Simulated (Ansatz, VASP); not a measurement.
# Si2W, level by level in two programs

```xyz
3
Lattice="-1.6069 1.6069 3.9150 1.6069 -1.6069 3.9150 1.6069 1.6069 -3.9150" Properties=species:S:1:pos:R:3 pbc="T T T"
W     0.0000    0.0000    0.0000
Si    0.0000    0.0000    5.2092
Si    0.0000    0.0000    2.6207
```

Single points on this cell with VASP 6.6.1 and Ansatz 0.2.0. Each row is one pair of runs. Alike in all rows: spin: off; VASP's potentials, cutoff: VASP PAW PBE potentials, release 64 (W_sv, Si), 520 eV.

```tsv
level	k mesh	smearing	Ansatz's potentials, cutoff	gap on the k mesh at the Fermi level (eV), VASP	gap on the k mesh at the Fermi level (eV), Ansatz	pressure (GPa), VASP	pressure (GPa), Ansatz	rms of the force components (eV/Å), VASP	rms of the force components (eV/Å), Ansatz
r2SCAN	12 × 12 × 12	fermi-dirac, width 0.05 eV	Ansatz PAW, 500 eV	none	none	-0.9	-1.2	0.006	0.010
PBE	12 × 12 × 12	gaussian, width 0.011 eV	Ansatz PAW, 420 eV	none	none	3.3	3.3	0.040	0.038
PBE	7 × 7 × 7	fermi-dirac, width 0.05 eV	Ansatz PAW, 420 eV	?	none	?	3.3	?	0.018
```

Fill in what VASP gave in row 3.

gap on the k mesh at the Fermi level (eV): none; pressure (GPa): 3.3; rms of the force components (eV/Å): 0.020.

A gap of «none» marks a metal or a gap that the smearing closes.

The k mesh is coarse in some rows, so the values compare programs but aren't converged. Neither program's run includes spin-orbit coupling.
